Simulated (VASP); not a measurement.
# Pt (Fmmm) in VASP: a series of runs

Runs on Pt. Level: LDA. Tasks: single point.

Program: VASP 6.6.1. These are calculated values, not measurements. Logs are shortened: lines on timing, memory, paths and dates and some standing lists are left out, and cuts for length are marked.

### Step 1. The cell of the first run

It takes space group Fmmm (No. 69, orthorhombic). The conventional cell has a = 3.826 Å, b = 3.894 Å, c = 4.322 Å, α = 90.00°, β = 90.00°, γ = 90.00°. Within 3.6 Å of Pt (site symmetry mmm) lie 12 Pt at 2.73 to 2.91 Å.

### Step 2. Single point, LDA (normal strain along x +0.1100, normal strain along z -0.0175)

Contents of INCAR:

```
  PREC = Accurate
  ENCUT = 520
  EDIFF = 1E-6
  ISMEAR = 0
  SIGMA = 0.15
  LREAL = F
  LASPH = T
  NELM = 80
  ALGO = Fast
  ISIF = 2
  LWAVE = F
  LCHARG = F
  NBANDS = 11
```

Contents of KPOINTS:

```
Automatic mesh
0
Gamma
  20 20 20
```

Contents of POSCAR:

```
Pt
1.0
    0.0000000000      1.9468328700      1.9127632948
    2.1609844857      0.0000000000      1.9127632948
    2.1609844857      1.9468328700      0.0000000000
Pt
1
Direct
    0.0000000000      0.0000000000      0.0000000000
```

Potentials or basis: VASP PAW LDA potentials, release 64 (Pt).

Started as:

```bash
> cat potpaw_LDA.64/Pt/POTCAR > POTCAR
> mpirun -np 1 vasp_std > vasp.out
```

OUTCAR:

```text
PREC = Accurate
   ENCUT = 520
   EDIFF = 1E-6
   ISMEAR = 0
   LREAL = F
   LASPH = T
   NELM = 80
   ISIF = 2

 ion  position               nearest neighbor table
   1  0.000  0.000  0.000-

  LATTYP: Found a face centered orthorhombic cell.
 ALAT       =     3.8255265896
 B/A-ratio  =     1.0178117048
 C/A-ratio  =     1.1297709924

  Lattice vectors:

 A1 = (   2.1609844857,  -1.9468328700,   0.0000000000)
 A2 = (   2.1609844857,   0.0000000000,   1.9127632948)
 A3 = (   0.0000000000,  -1.9468328700,   1.9127632948)

Analysis of symmetry for initial positions (statically):
=====================================================================
 Subroutine PRICEL returns:
 Original cell was already a primitive cell.

 Routine SETGRP: Setting up the symmetry group for a
 face centered orthorhombic supercell.

 Subroutine GETGRP returns: Found  8 space group operations
 (whereof  8 operations were pure point group operations)
 out of a pool of  8 trial point group operations.

The static configuration has the point symmetry D_2h.

Analysis of symmetry for dynamics (positions and initial velocities):
=====================================================================
 Subroutine PRICEL returns:
 Original cell was already a primitive cell.

 Routine SETGRP: Setting up the symmetry group for a
 face centered orthorhombic supercell.

 Subroutine GETGRP returns: Found  8 space group operations
 (whereof  8 operations were pure point group operations)
 out of a pool of  8 trial point group operations.

The dynamic configuration has the point symmetry D_2h.

 Subroutine INISYM returns: Found  8 space group operations
 (whereof  8 operations are pure point group operations),
 and found     1 'primitive' translations

----------------------------------------------------------------------------------------

                                     Primitive cell

  volume of cell :      16.0943

  direct lattice vectors                    reciprocal lattice vectors
     0.000000000  1.946832870  1.912763295    -0.231376025  0.256827388  0.261401921
     2.160984486  0.000000000  1.912763295     0.231376025 -0.256827388  0.261401921
     2.160984486  1.946832870  0.000000000     0.231376025  0.256827388 -0.261401921

  length of vectors
     2.729252946  2.885917076  2.908610007     0.433389128  0.433389128  0.433389128

  position of ions in fractional coordinates (direct lattice)
     0.000000000  0.000000000  0.000000000

  ion indices of the primitive-cell ions
   primitive index   ion index
                 1           1

----------------------------------------------------------------------------------------

 KPOINTS: Automatic mesh

Automatic generation of k-mesh.
 Grid dimensions read from file:
 generate k-points for:   20   20   20

 Generating k-lattice:

  Cartesian coordinates                     Fractional coordinates (reciprocal lattice)
    -0.011568801  0.012841369  0.013070096     0.050000000  0.000000000  0.000000000
     0.011568801 -0.012841369  0.013070096     0.000000000  0.050000000  0.000000000
     0.011568801  0.012841369 -0.013070096    -0.000000000 -0.000000000  0.050000000

  Length of vectors
     0.021669456  0.021669456  0.021669456

  Shift w.r.t. Gamma in fractional coordinates (k-lattice)
     0.000000000  0.000000000  0.000000000

 Subroutine IBZKPT returns following result:
 ===========================================

 Found   1166 irreducible k-points:

 Following reciprocal coordinates:
            Coordinates               Weight
  0.000000  0.000000  0.000000      1.000000
  0.050000  0.000000 -0.000000      8.000000
  0.100000  0.000000  0.000000      8.000000
  0.150000  0.000000 -0.000000      8.000000
  0.200000  0.000000  0.000000      8.000000
  0.250000  0.000000  0.000000      8.000000
[... 16 lines left out ...]
 -0.400000  0.050000 -0.000000      8.000000
 -0.350000  0.050000  0.000000      8.000000
 [... further k-points ...]
   k-points           NKPTS =   1166   k-points in BZ     NKDIM =   1166   number of bands    NBANDS=     11
   number of dos      NEDOS =    301   number of ions     NIONS =      1
   total plane-waves  NPLWV =  11520
   dimension x,y,z NGX =    20 NGY =   24 NGZ =   24
   dimension x,y,z NGXF=    40 NGYF=   48 NGZF=   48
   ions per type =               1
   NGX,Y,Z   is equivalent  to a cutoff of  12.18, 13.83, 13.72 a.u.
   NGXF,Y,Z  is equivalent  to a cutoff of  24.37, 27.65, 27.44 a.u.
 SYSTEM =  unknown system
   PREC   = accura    normal or accurate (medium, high low for compatibility)
   ISTART =      0    job   : 0-new  1-cont  2-samecut
   ICHARG =      2    charge: 1-file 2-atom 10-const
   ISPIN  =      1    spin polarized calculation?
   LNONCOLLINEAR =      F non collinear calculations
   LSORBIT =      F    spin-orbit coupling
   LASPH  =      T    aspherical Exc in radial PAW
   ENCUT  =  520.0 eV  38.22 Ry    6.18 a.u.   5.07  5.37  5.41*2*pi/ulx,y,z
   NELM   =     80;   NELMIN=  2; NELMDL= -5     # of ELM steps
   EDIFF  = 0.1E-05   stopping-criterion for ELM
   LREAL  =      F    real-space projection
   EDIFFG = 0.1E-04   stopping-criterion for IOM
   NSW    =      0    number of steps for IOM
   IBRION =     -1    ionic relax: 0-MD 1-quasi-New 2-CG
   NFREE  =      0    steps in history (QN), initial steepest desc. (CG)
   ISIF   =      2    stress and relaxation
   ISYM   =      2    0-nonsym 1-usesym 2-fastsym
   POTIM  = 0.5000    time-step for ionic-motion
   TEBEG  =    0.0;   TEEND  =   0.0 temperature during run
   PSTRESS=    0.0 pullay stress
   NELECT =      10.0000    total number of electrons
   NUPDOWN=      -1.0000    fix difference up-down
   EMIN   =  10.00;   EMAX   =-10.00  energy-range for DOS
   EFERMI =   0.00;   METHOD = LEGACY
   ISMEAR =     0;   SIGMA  =   0.15  broadening in eV -4-tet -1-fermi 0-gaus
   EFERMI_NEDOS =   21; number of points for ismear=-14 and -15
   IALGO  =     68    algorithm
   IMIX   =      4    mixing-type and parameters
     AMIX     =   0.40;   BMIX     =  1.00
     AMIX_MAG =   1.60;   BMIX_MAG =  1.00
  volume/ion in A,a.u.               =      16.09       108.61
  Fermi-wavevector in a.u.,A,eV,Ry     =   1.396961  2.639874 26.551774  1.951500
  Thomas-Fermi vector in A             =   2.520264
   LORBIT       =      0    0 simple, 1 ext, 2 COOP (PROOUT), +10 PAW based schemes
   GGA     = CA    functional components
   LHFCALC =     F    Hartree Fock is set to
   AEXX    =    0.0000 exact exchange contribution
   IVDW    =     0    specifies the selected vdW correction
   LEPSILON=     F    determine dielectric tensor
   LRPA    =     F    only Hartree local field effects (RPA)
 non-spin polarized calculation
 RMM-DIIS sequential band-by-band and
 Gauss-broadening in eV      SIGMA  =   0.15
  energy-cutoff  :      520.00
  volume of cell :       16.09
 maximum number of plane-waves:       451
   NGX = 11   NGY = 11   NGZ = 11

 number of electron      10.0000000 magnetization

 Free energy of the ion-electron system (eV)
  ---------------------------------------------------
  ext. energy  EPLUGINS =         0.00000000
  ---------------------------------------------------
  free energy    TOTEN  =        -7.38829005 eV

  energy without entropy =       -7.36686591  energy(sigma->0) =       -7.37757798

 E-fermi :   9.8655     XC(G=0): -13.3087

 val. band max:        9.8649888530   @ k =   0.2500  -0.4500   0.1000
 cond. band min:       9.8669652336   @ k =  -0.3500   0.4500   0.2000
 fundamental gap:      0.0019763806
 Fermi energy:         9.8654739411

 k-point     1 :       0.0000    0.0000    0.0000
  band No.  band energies     occupation
      1       0.3822      2.00000
      2       5.6603      2.00000
      3       6.9033      2.00000
      4       7.0649      2.00000
      5       7.6333      2.00000
      6       9.1438      2.00000
      7      24.9034      0.00000
      8      27.6731      0.00000
      9      29.8595      0.00000
     10      30.3199      0.00000
     11      34.7168      0.00000

 k-point     2 :       0.0500    0.0000   -0.0000
  band No.  band energies     occupation
      1       0.4777      2.00000
      2       5.6870      2.00000
      3       6.8979      2.00000
      4       7.0710      2.00000
      5       7.6322      2.00000
      6       9.1079      2.00000
      7      25.0415      0.00000
      8      27.6809      0.00000
      9      29.5770      0.00000
     10      30.2930      0.00000
     11      35.3017      0.00000

 k-point     3 :       0.1000    0.0000    0.0000
  band No.  band energies     occupation
      1       0.7576      2.00000
      2       5.7552      2.00000
      3       6.8285      2.00000
      4       7.1379      2.00000
      5       7.6553      2.00000
      6       9.0118      2.00000
      7      25.4155      0.00000
      8      27.3241      0.00000
      9      29.1312      0.00000
     10      30.6612      0.00000
     11      35.2263      0.00000

 k-point     4 :       0.1500    0.0000   -0.0000
  band No.  band energies     occupation
      1       1.1997      2.00000
      2       5.8381      2.00000
      3       6.6853      2.00000
      4       7.2657      2.00000
      5       7.7619      2.00000
      6       8.8908      2.00000
      7      25.8375      0.00000
      8      26.2238      0.00000
      9      29.4668      0.00000
     10      31.2897      0.00000
     11      33.5540      0.00000

 k-point     5 :       0.2000    0.0000    0.0000
  band No.  band energies     occupation
      1       1.7569      2.00000
      2       5.9309      2.00000
      3       6.5126      2.00000
      4       7.3896      2.00000
      5       8.0005      2.00000
      6       8.8071      2.00000
      7      24.6182      0.00000
      8      26.2379      0.00000
      9      30.2149      0.00000
     10      32.0094      0.00000
     11      32.3284      0.00000
[... 211 lines left out ...]
 k-point    21 :       0.5000    0.0500    0.0000
  band No.  band energies     occupation
      1       3.3125      2.00000
      2       5.9226      2.00000
      3       6.9753      2.00000
      4       8.8580      2.00000
      5      10.0628      0.06279
      6      10.6922      0.00000
      7      15.3996      0.00000
      8      23.9348      0.00000
      9      27.6604      0.00000
     10      29.3629      0.00000
     11      35.4452      0.00000

 k-point    22 :      -0.4500    0.0500    0.0000
  band No.  band energies     occupation
      1       3.3102      2.00000
      2       5.9218      2.00000
      3       6.9905      2.00000
      4       8.8343      2.00000
      5       9.9765      0.29505
      6      10.4894      0.00000
      7      15.7016      0.00000
      8      23.9895      0.00000
      9      27.8636      0.00000
     10      29.3013      0.00000
     11      35.4194      0.00000

 k-point    23 :      -0.4000    0.0500   -0.0000
  band No.  band energies     occupation
      1       3.2946      2.00000
      2       5.9633      2.00000
      3       7.0600      2.00000
      4       8.2703      2.00000
      5       9.6697      1.93513
      6      10.0424      0.09521
      7      16.9953      0.00000
      8      24.2720      0.00000
      9      28.4192      0.00000
     10      29.6431      0.00000
     11      34.9339      0.00000

 k-point    24 :      -0.3500    0.0500    0.0000
  band No.  band energies     occupation
      1       3.2182      2.00000
      2       6.0465      2.00000
      3       7.1616      2.00000
      4       7.4045      2.00000
      5       9.2474      2.00000
      6       9.6840      1.91289
      7      18.7247      0.00000
      8      24.7542      0.00000
      9      29.1447      0.00000
     10      30.4350      0.00000
     11      34.0740      0.00000

 [... further k-points ...]

------------------------ aborting loop because EDIFF is reached ----------------------------------------

  FORCE on cell =-STRESS in cart. coord.  units (eV):
  Direction    XX          YY          ZZ          XY          YZ          ZX
  --------------------------------------------------------------------------------------
  -------------------------------------------------------------------------------------
  Total       -2.6176215     -1.5636921     -1.5323275      0.0000000      0.0000000      0.0000000
  in kB     -260.5828840   -155.6647532   -152.5424203      0.0000000      0.0000000      0.0000000
  external PRESSURE =    -189.5966859 kB  Pullay stress =       0.0000000 kB

 VOLUME and BASIS-vectors are now :
 -----------------------------------------------------------------------------
  energy-cutoff  :      520.00
  volume of cell :       16.09
      direct lattice vectors                 reciprocal lattice vectors
     0.000000000  1.946832870  1.912763295    -0.231376025  0.256827388  0.261401921
     2.160984486  0.000000000  1.912763295     0.231376025 -0.256827388  0.261401921
     2.160984486  1.946832870  0.000000000     0.231376025  0.256827388 -0.261401921

 POSITION                                       TOTAL-FORCE (eV/Angst)
 -----------------------------------------------------------------------------------
      0.00000      0.00000      0.00000         0.000000     -0.000000      0.000000
 -----------------------------------------------------------------------------------
    total drift:                                0.000000     -0.000000     -0.000000

  FREE ENERGIE OF THE ION-ELECTRON SYSTEM (eV)
  ---------------------------------------------------
  free  energy   TOTEN  =        -7.3882900477 eV

  energy  without entropy=       -7.3668659146  energy(sigma->0) =       -7.37757798
```

Run time: 2.5 min. Hardware: 1 thread of Intel Xeon Platinum 8488C (Sapphire Rapids), shared host; peak memory 0.3 GiB.

Results:

- Free energy: -7.3883 eV
- Pressure: -19.0 GPa
- Band gap on the k mesh: zero (bands 5 and 6 overlap by 2.49 eV)

Stress tensor (GPa, compression positive):
```
-26.06   0.00   0.00
  0.00 -15.57   0.00
  0.00   0.00 -15.25
```

Caveat: the cell differs from its parent crystal (normal strain along x +0.1100, normal strain along z -0.0175); the cell stands under tension; spin-orbit coupling is left out, which moves the levels of the heavy elements.

[end of part 1 of 2]
